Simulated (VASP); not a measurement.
# Cu (I4/mmm) in VASP: further runs

Cu is run at these levels: LDA, PBEsol; tasks: single point.

Program: VASP 6.6.1. These are calculated values, not measurements. Logs are shortened: lines on timing, memory, paths and dates and some standing lists are left out, and cuts for length are marked.

### Step 1. The cell of the first run

The structure is tetragonal, space group I4/mmm (No. 139). The conventional cell has a = 2.866 Å, b = 2.866 Å, c = 2.734 Å, α = 90.00°, β = 90.00°, γ = 90.00°. Cu (site symmetry 4/mmm) has 14 Cu at 2.44 to 2.87 Å within 3.2 Å.

### Step 2. Single point, LDA (volume scaled by 0.98)

Contents of INCAR:

```
PREC = Accurate
ENCUT = 520
EDIFF = 1E-7
ISMEAR = -1
SIGMA = 0.05
LREAL = False
LASPH = True
NELM = 60
ALGO = Normal
ISIF = 2
LWAVE = False
LCHARG = False
NBANDS = 12
```

Contents of KPOINTS:

```
Automatic mesh
0
Gamma
  13 13 13
```

Contents of POSCAR:

```
Cu
1.0
   -1.4331098516      1.4331098516      1.3668457257
    1.4331098516     -1.4331098516      1.3668457257
    1.4331098516      1.4331098516     -1.3668457257
Cu
1
Direct
    0.0000000000      0.0000000000      0.0000000000
```

Potentials or basis: VASP PAW LDA potentials, release 64 (Cu).

Started as:

```bash
cat potpaw_LDA.64/Cu/POTCAR > POTCAR
mpirun -np 1 vasp_std > vasp.out
```

OUTCAR:

```text
PREC = Accurate
   ENCUT = 520
   EDIFF = 1E-7
   ISMEAR = -1
   LREAL = False
   LASPH = True
   NELM = 60
   ISIF = 2

 ion  position               nearest neighbor table
   1  0.000  0.000  0.000-

  LATTYP: Found a body centered tetragonal cell.
 ALAT       =     2.8662197032
 C/A-ratio  =     0.9537620052

  Lattice vectors:

 A1 = (  -1.4331098516,   1.4331098516,   1.3668457257)
 A2 = (   1.4331098516,  -1.4331098516,   1.3668457257)
 A3 = (   1.4331098516,   1.4331098516,  -1.3668457257)

Analysis of symmetry for initial positions (statically):
=====================================================================
 Subroutine PRICEL returns:
 Original cell was already a primitive cell.

 Routine SETGRP: Setting up the symmetry group for a
 body centered tetragonal supercell.

 Subroutine GETGRP returns: Found 16 space group operations
 (whereof 16 operations were pure point group operations)
 out of a pool of 16 trial point group operations.

The static configuration has the point symmetry D_4h.

Analysis of symmetry for dynamics (positions and initial velocities):
=====================================================================
 Subroutine PRICEL returns:
 Original cell was already a primitive cell.

 Routine SETGRP: Setting up the symmetry group for a
 body centered tetragonal supercell.

 Subroutine GETGRP returns: Found 16 space group operations
 (whereof 16 operations were pure point group operations)
 out of a pool of 16 trial point group operations.

The dynamic configuration has the point symmetry D_4h.

 Subroutine INISYM returns: Found 16 space group operations
 (whereof 16 operations are pure point group operations),
 and found     1 'primitive' translations

----------------------------------------------------------------------------------------

                                     Primitive cell

  volume of cell :      11.2289

  direct lattice vectors                    reciprocal lattice vectors
    -1.433109852  1.433109852  1.366845726     0.000000000  0.348891608  0.365805731
     1.433109852 -1.433109852  1.366845726     0.348891608  0.000000000  0.365805731
     1.433109852  1.433109852 -1.366845726     0.348891608  0.348891608  0.000000000

  length of vectors
     2.444560274  2.444560274  2.444560274     0.505508839  0.505508839  0.493407243

  position of ions in fractional coordinates (direct lattice)
     0.000000000  0.000000000  0.000000000

  ion indices of the primitive-cell ions
   primitive index   ion index
                 1           1

----------------------------------------------------------------------------------------

 KPOINTS: Automatic mesh

Automatic generation of k-mesh.
 Grid dimensions read from file:
 generate k-points for:   13   13   13

 Generating k-lattice:

  Cartesian coordinates                     Fractional coordinates (reciprocal lattice)
     0.000000000  0.026837816  0.028138902     0.076923077  0.000000000 -0.000000000
     0.026837816  0.000000000  0.028138902     0.000000000  0.076923077 -0.000000000
     0.026837816  0.026837816  0.000000000     0.000000000  0.000000000  0.076923077

  Length of vectors
     0.038885295  0.038885295  0.037954403

  Shift w.r.t. Gamma in fractional coordinates (k-lattice)
     0.000000000  0.000000000  0.000000000

 Subroutine IBZKPT returns following result:
 ===========================================

 Found    196 irreducible k-points:

 Following reciprocal coordinates:
            Coordinates               Weight
  0.000000  0.000000  0.000000      1.000000
  0.076923  0.000000 -0.000000      8.000000
  0.153846  0.000000  0.000000      8.000000
  0.230769  0.000000 -0.000000      8.000000
  0.307692  0.000000  0.000000      8.000000
  0.384615  0.000000 -0.000000      8.000000
[... 16 lines left out ...]
  0.384615  0.153846  0.000000     16.000000
  0.461538  0.153846  0.000000     16.000000
 [... further k-points ...]
   k-points           NKPTS =    196   k-points in BZ     NKDIM =    196   number of bands    NBANDS=     12
   number of dos      NEDOS =    301   number of ions     NIONS =      1
   total plane-waves  NPLWV =   5832
   dimension x,y,z NGX =    18 NGY =   18 NGZ =   18
   dimension x,y,z NGXF=    36 NGYF=   36 NGZF=   36
   ions per type =               1
   NGX,Y,Z   is equivalent  to a cutoff of  12.24, 12.24, 12.24 a.u.
   NGXF,Y,Z  is equivalent  to a cutoff of  24.48, 24.48, 24.48 a.u.
 SYSTEM =  unknown system
   PREC   = accura    normal or accurate (medium, high low for compatibility)
   ISTART =      0    job   : 0-new  1-cont  2-samecut
   ICHARG =      2    charge: 1-file 2-atom 10-const
   ISPIN  =      1    spin polarized calculation?
   LNONCOLLINEAR =      F non collinear calculations
   LSORBIT =      F    spin-orbit coupling
   LASPH  =      T    aspherical Exc in radial PAW
   ENCUT  =  520.0 eV  38.22 Ry    6.18 a.u.   4.55  4.55  4.55*2*pi/ulx,y,z
   NELM   =     60;   NELMIN=  2; NELMDL= -5     # of ELM steps
   EDIFF  = 0.1E-06   stopping-criterion for ELM
   LREAL  =      F    real-space projection
   EDIFFG = 0.1E-05   stopping-criterion for IOM
   NSW    =      0    number of steps for IOM
   IBRION =     -1    ionic relax: 0-MD 1-quasi-New 2-CG
   NFREE  =      0    steps in history (QN), initial steepest desc. (CG)
   ISIF   =      2    stress and relaxation
   ISYM   =      2    0-nonsym 1-usesym 2-fastsym
   POTIM  = 0.5000    time-step for ionic-motion
   TEBEG  =    0.0;   TEEND  =   0.0 temperature during run
   PSTRESS=    0.0 pullay stress
   NELECT =      11.0000    total number of electrons
   NUPDOWN=      -1.0000    fix difference up-down
   EMIN   =  10.00;   EMAX   =-10.00  energy-range for DOS
   EFERMI =   0.00;   METHOD = LEGACY
   ISMEAR =    -1;   SIGMA  =   0.05  broadening in eV -4-tet -1-fermi 0-gaus
   EFERMI_NEDOS =   21; number of points for ismear=-14 and -15
   IALGO  =     38    algorithm
   IMIX   =      4    mixing-type and parameters
     AMIX     =   0.40;   BMIX     =  1.00
     AMIX_MAG =   1.60;   BMIX_MAG =  1.00
  volume/ion in A,a.u.               =      11.23        75.78
  Fermi-wavevector in a.u.,A,eV,Ry     =   1.625897  3.072499 35.967539  2.643540
  Thomas-Fermi vector in A             =   2.718945
   LORBIT       =      0    0 simple, 1 ext, 2 COOP (PROOUT), +10 PAW based schemes
   GGA     = CA    functional components
   LHFCALC =     F    Hartree Fock is set to
   AEXX    =    0.0000 exact exchange contribution
   IVDW    =     0    specifies the selected vdW correction
   LEPSILON=     F    determine dielectric tensor
   LRPA    =     F    only Hartree local field effects (RPA)
 non-spin polarized calculation
  energy-cutoff  :      520.00
  volume of cell :       11.23
 maximum number of plane-waves:       317
   NGX =  9   NGY =  9   NGZ =  9

 number of electron      11.0000005 magnetization

 Free energy of the ion-electron system (eV)
  ---------------------------------------------------
  ext. energy  EPLUGINS =         0.00000000
  ---------------------------------------------------
  free energy    TOTEN  =        -4.67102602 eV

  energy without entropy =       -4.66845853  energy(sigma->0) =       -4.66974227

 E-fermi :   7.9352     XC(G=0): -13.4008

 val. band max:        7.9099518631   @ k =  -0.3077   0.4615   0.0769
 cond. band min:       7.9492272754   @ k =  -0.2308   0.4615   0.0769
 fundamental gap:      0.0392754122
 Fermi energy:         7.9351771373

 k-point     1 :       0.0000    0.0000    0.0000
  band No.  band energies     occupation
      1      -1.7447      2.00000
      2       4.5507      2.00000
      3       4.7555      2.00000
      4       4.7555      2.00000
      5       5.6710      2.00000
      6       5.8880      2.00000
      7      33.1196      0.00000
      8      33.1196      0.00000
      9      34.3807      0.00000
     10      37.1756      0.00000
     11      37.1756      0.00000
     12      37.3163      0.00000

 k-point     2 :       0.0769    0.0000   -0.0000
  band No.  band energies     occupation
      1      -1.5045      2.00000
      2       4.5564      2.00000
      3       4.7486      2.00000
      4       4.7961      2.00000
      5       5.6711      2.00000
      6       5.8535      2.00000
      7      31.5761      0.00000
      8      32.5405      0.00000
      9      32.8471      0.00000
     10      34.9045      0.00000
     11      35.5781      0.00000
     12      36.3565      0.00000

 k-point     3 :       0.1538    0.0000    0.0000
  band No.  band energies     occupation
      1      -0.8021      2.00000
      2       4.4589      2.00000
      3       4.7108      2.00000
      4       5.0311      2.00000
      5       5.6673      2.00000
      6       5.8017      2.00000
      7      27.5844      0.00000
      8      30.7770      0.00000
      9      31.3458      0.00000
     10      32.5262      0.00000
     11      34.3492      0.00000
     12      36.8001      0.00000
[... 286 lines left out ...]
 k-point    23 :       0.3846    0.1538    0.0000
  band No.  band energies     occupation
      1       3.0024      2.00000
      2       3.9068      2.00000
      3       5.0859      2.00000
      4       5.7451      2.00000
      5       6.1617      2.00000
      6       9.0004      0.00000
      7      13.4375      0.00000
      8      20.4745      0.00000
      9      25.3828      0.00000
     10      32.0827      0.00000
     11      37.5669      0.00000
     12      39.3211      0.00000

 k-point    24 :       0.4615    0.1538    0.0000
  band No.  band energies     occupation
      1       2.9996      2.00000
      2       3.9124      2.00000
      3       5.0814      2.00000
      4       5.7558      2.00000
      5       6.1076      2.00000
      6       8.8917      0.00000
      7      13.6273      0.00000
      8      20.3599      0.00000
      9      25.5170      0.00000
     10      32.0456      0.00000
     11      37.8506      0.00000
     12      40.2120      0.00000

 [... further k-points ...]

------------------------ aborting loop because EDIFF is reached ----------------------------------------

  FORCE on cell =-STRESS in cart. coord.  units (eV):
  Direction    XX          YY          ZZ          XY          YZ          ZX
  --------------------------------------------------------------------------------------
  -------------------------------------------------------------------------------------
  Total       -0.2630281     -0.2630281     -0.2785008      0.0000000      0.0000000      0.0000000
  in kB      -37.5296321    -37.5296321    -39.7373202      0.0000000      0.0000000      0.0000000
  external PRESSURE =     -38.2655281 kB  Pullay stress =       0.0000000 kB

 VOLUME and BASIS-vectors are now :
 -----------------------------------------------------------------------------
  energy-cutoff  :      520.00
  volume of cell :       11.23
      direct lattice vectors                 reciprocal lattice vectors
    -1.433109852  1.433109852  1.366845726     0.000000000  0.348891608  0.365805731
     1.433109852 -1.433109852  1.366845726     0.348891608  0.000000000  0.365805731
     1.433109852  1.433109852 -1.366845726     0.348891608  0.348891608  0.000000000

 POSITION                                       TOTAL-FORCE (eV/Angst)
 -----------------------------------------------------------------------------------
      0.00000      0.00000      0.00000         0.000000      0.000000     -0.000000
 -----------------------------------------------------------------------------------
    total drift:                                0.000000      0.000000      0.000000

  FREE ENERGIE OF THE ION-ELECTRON SYSTEM (eV)
  ---------------------------------------------------
  free  energy   TOTEN  =        -4.6710260184 eV

  energy  without entropy=       -4.6684585303  energy(sigma->0) =       -4.66974227
```

Run time: 12 s. Hardware: 1 thread of Intel Xeon Platinum 8488C (Sapphire Rapids), shared host; peak memory 0.13 GiB.

What came out:

- Free energy: -4.6710 eV
- Pressure: -3.8 GPa

Stress tensor (GPa, compression positive):
```
-3.75  0.00  0.00
 0.00 -3.75  0.00
 0.00  0.00 -3.97
```

Caveat: the cell differs from its parent crystal (volume scaled by 0.98).

### Step 3. Single point, LDA (volume scaled by 1.04)

Contents of INCAR:

```
SYSTEM = Cu
PREC     = Accurate       ! precision mode
ENCUT    = 520            ! plane-wave cutoff, eV
EDIFF    = 1E-6           ! SCF threshold, eV
ISMEAR   = -1             ! smearing method
SIGMA    = 0.05           ! smearing width, eV
LREAL    = .FALSE.        ! projectors in reciprocal space
LASPH    = .TRUE.         ! aspherical terms in the spheres
NELM     = 60             ! most SCF steps
ALGO     = Normal         ! electronic algorithm
ISIF     = 2              ! what is computed and relaxed
LWAVE    = .FALSE.        ! write WAVECAR
LCHARG   = .FALSE.        ! write CHGCAR
NBANDS   = 12             ! bands
```

Contents of KPOINTS:

```
regular mesh
0
G
  13 13 13
  0 0 0
```

Contents of POSCAR:

```
Cu
1.0
   -1.4617796199      1.4617796199      1.3941898615
    1.4617796199     -1.4617796199      1.3941898615
    1.4617796199      1.4617796199     -1.3941898615
Cu
1
Direct
    0.0000000000      0.0000000000      0.0000000000
```

Potentials or basis: VASP PAW LDA potentials, release 64 (Cu).

Started as:

```bash
cat potpaw_LDA.64/Cu/POTCAR > POTCAR
mpirun -np 1 vasp_std > vasp.out
```

Wall time 14 s (1 thread of Intel Xeon Platinum 8488C (Sapphire Rapids), shared host); peak memory 0.13 GiB.

The run converged. Its results:

- Free energy: -4.6362 eV
- Pressure: -12.1 GPa

Stress tensor (GPa, compression positive):
```
-11.87   0.00   0.00
  0.00 -11.87   0.00
  0.00   0.00 -12.53
```

Levels at points of the mesh, in eV from the Fermi level:
| k point | band 4 | band 5 | band 6 | band 7 | band 8 | band 9 |
| --- | --- | --- | --- | --- | --- | --- |
| (0.00, 0.00, 0.00) | -3.00 | -2.16 | -1.96 | 24.59 | 24.59 | 25.84 |

Caveat: the cell differs from its parent crystal (volume scaled by 1.04).

### Step 4. Single point, PBEsol

This run uses another cell than the first one, of 9.96 Å³/atom, 0.887 times its volume.

Contents of INCAR:

```
SYSTEM = Cu
ALGO     = Normal         ! electronic algorithm
EDIFF    = 1E-6           ! SCF threshold, eV
ENCUT    = 520            ! plane-wave cutoff, eV
GGA      = PS             ! functional
ISIF     = 2              ! what is computed and relaxed
ISMEAR   = -1             ! smearing method
LASPH    = .True.         ! aspherical terms in the spheres
LCHARG   = .False.        ! write CHGCAR
LREAL    = .False.        ! projectors in reciprocal space
LWAVE    = .False.        ! write WAVECAR
NBANDS   = 12             ! bands
NELM     = 80             ! most SCF steps
PREC     = Accurate       ! precision mode
SIGMA    = 0.05           ! smearing width, eV
```

Contents of KPOINTS:

```
k-points
0
Gamma
  13 13 13
  0 0 0
```

Contents of POSCAR:

```
Cu
1.0
   -1.3559087531      1.3559087531      1.3546289343
    1.3559087531     -1.3559087531      1.3546289343
    1.3559087531      1.3559087531     -1.3546289343
Cu
1
Direct
    0.0000000000      0.0000000000      0.0000000000
```

Potentials or basis: VASP PAW PBE potentials, release 64 (Cu).

Started as:

```bash
cat potpaw_PBE.64/Cu/POTCAR > POTCAR
mpirun -np 1 vasp_std > vasp.out
```

OUTCAR:

```text
SYSTEM = Cu
   EDIFF = 1E-6
   ENCUT = 520
   GGA = PS
   ISIF = 2
   ISMEAR = -1
   LASPH = .True.
   LREAL = .False.
   NELM = 80
   PREC = Accurate

 ion  position               nearest neighbor table
   1  0.000  0.000  0.000-

  LATTYP: Found a body centered tetragonal cell.
 ALAT       =     2.7118175062
 C/A-ratio  =     0.9990561173

  Lattice vectors:

 A1 = (  -1.3559087531,   1.3559087531,   1.3546289343)
 A2 = (   1.3559087531,  -1.3559087531,   1.3546289343)
 A3 = (   1.3559087531,   1.3559087531,  -1.3546289343)

Analysis of symmetry for initial positions (statically):
=====================================================================
 Subroutine PRICEL returns:
 Original cell was already a primitive cell.

 Routine SETGRP: Setting up the symmetry group for a
 body centered tetragonal supercell.

 Subroutine GETGRP returns: Found 16 space group operations
 (whereof 16 operations were pure point group operations)
 out of a pool of 16 trial point group operations.

The static configuration has the point symmetry D_4h.

Analysis of symmetry for dynamics (positions and initial velocities):
[... 167 lines left out ...]
      2       6.0014      2.00000
      3       6.0061      2.00000
      4       6.0061      2.00000
      5       7.3109      2.00000
      6       7.3159      2.00000
      7      36.3844      0.00000
      8      36.3844      0.00000
      9      36.4078      0.00000
     10      41.3653      0.00000
     11      41.3845      0.00000
     12      42.3820      0.00000
[... 331 lines left out ...]
 k-point    24 :       0.4615    0.1538    0.0000
  band No.  band energies     occupation
      1       4.0011      2.00000
      2       5.1358      2.00000
      3       6.3417      2.00000
      4       7.2378      2.00000
      5       7.6773      2.00000
      6      10.6175      0.00000
      7      15.7617      0.00000
      8      23.4837      0.00000
      9      28.8449      0.00000
     10      35.8874      0.00000
     11      42.2497      0.00000
     12      43.2842      0.00000

 [... further k-points ...]

------------------------ aborting loop because EDIFF is reached ----------------------------------------

  FORCE on cell =-STRESS in cart. coord.  units (eV):
  Direction    XX          YY          ZZ          XY          YZ          ZX
  --------------------------------------------------------------------------------------
  -------------------------------------------------------------------------------------
  Total        1.9071378      1.9071378      1.9074842      0.0000000      0.0000000      0.0000000
  in kB      306.7265651    306.7265651    306.7822731      0.0000000      0.0000000      0.0000000
  external PRESSURE =     306.7451345 kB  Pullay stress =       0.0000000 kB

 VOLUME and BASIS-vectors are now :
 -----------------------------------------------------------------------------
  energy-cutoff  :      520.00
  volume of cell :        9.96
      direct lattice vectors                 reciprocal lattice vectors
    -1.355908753  1.355908753  1.354628934     0.000000000  0.368756377  0.369104769
     1.355908753 -1.355908753  1.354628934     0.368756377  0.000000000  0.369104769
     1.355908753  1.355908753 -1.354628934     0.368756377  0.368756377  0.000000000

 POSITION                                       TOTAL-FORCE (eV/Angst)
 -----------------------------------------------------------------------------------
      0.00000      0.00000      0.00000        -0.000000     -0.000000      0.000000
 -----------------------------------------------------------------------------------
    total drift:                                0.000000      0.000000      0.000000

  FREE ENERGIE OF THE ION-ELECTRON SYSTEM (eV)
  ---------------------------------------------------
  free  energy   TOTEN  =        -4.1540585914 eV

  energy  without entropy=       -4.1517525907  energy(sigma->0) =       -4.15290559
```

stdout:

```text
POSCAR found type information on POSCAR Cu
 POSCAR found :  1 types and       1 ions
 scaLAPACK will be used
 -----------------------------------------------------------------------------
|                                                                             |
|                                                                             |
|     You enforced a specific xc type in the INCAR file but a different       |
|     I HOPE YOU KNOW WHAT YOU ARE DOING!                                     |
|                                                                             |
 -----------------------------------------------------------------------------

 LDA part: xc-table for (Slater+PW92), standard interpolation
 POSCAR, INCAR and KPOINTS ok, starting setup
 FFT: planning ... GRIDC
 FFT: planning ... GRID_SOFT
 FFT: planning ... GRID
 WAVECAR not read
 entering main loop
```

It took 11 s on 1 thread of Intel Xeon Platinum 8488C (Sapphire Rapids), shared host; peak memory 0.13 GiB.

What came out:

- Free energy: -4.1541 eV
- Pressure: 30.7 GPa

Levels at points of the mesh, in eV from the Fermi level:
```
           k point  band 3  band 4  band 5  band 6  band 7  band 8  band 9  band 10
(0.00, 0.00, 0.00)   -3.64   -3.64   -2.33   -2.33   26.74   26.74   26.77    31.72
```

Caveat: the PAW data sets were made with another functional, which shifts forces and pressure a little.

(Continued in part 2 of 2.)
